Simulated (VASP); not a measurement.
A run of VASP 6.6.1 is set up as follows.

File INCAR:

```
SYSTEM = PbO2
PREC = Accurate
ENCUT = 520
EDIFF = 1E-7
ISMEAR = 0
SIGMA = 0.1
LREAL = .False.
LASPH = .True.
NELM = 80
ALGO = Normal
ISIF = 2
LWAVE = .False.
LCHARG = .False.
GGA = PE
ISYM = 0
NBANDS = 20
```

Contents of KPOINTS:

```
Automatic mesh
0
Gamma
  2 2 2
  0.25 0.25 0.25
```

POSCAR

```
PbO2
1.0
    0.0000000000      2.7019920000      2.7019920000
    2.7019920000      0.0000000000      2.7019920000
    2.7019920000      2.7019920000      0.0000000000
Pb O
1 2
Direct
    0.0000000000      0.0000000000      0.0000000000
    0.2500000000      0.2500000000      0.2500000000
    0.7592524330      0.7407475670      0.7592524330
```

Potentials or basis: VASP PAW PBE potentials, release 64 (Pb_d, O).

Launch:

```bash
$ cat potpaw_PBE.64/Pb_d/POTCAR potpaw_PBE.64/O/POTCAR > POTCAR
$ mpirun -np 1 vasp_std > vasp.out
```

(1) Estimate the largest force.

(2) Predict the band gap on the k mesh.

(3) What does it give for the pressure?

Results:

(1) 0.302 eV/Å.

(2) 0.21 eV, indirect (least direct gap 1.13 eV).

(3) 1.7 GPa.

Caveat: the k points lie up to 1.01 Å⁻¹ apart; spin-orbit coupling is left out, which moves the levels of the heavy elements.
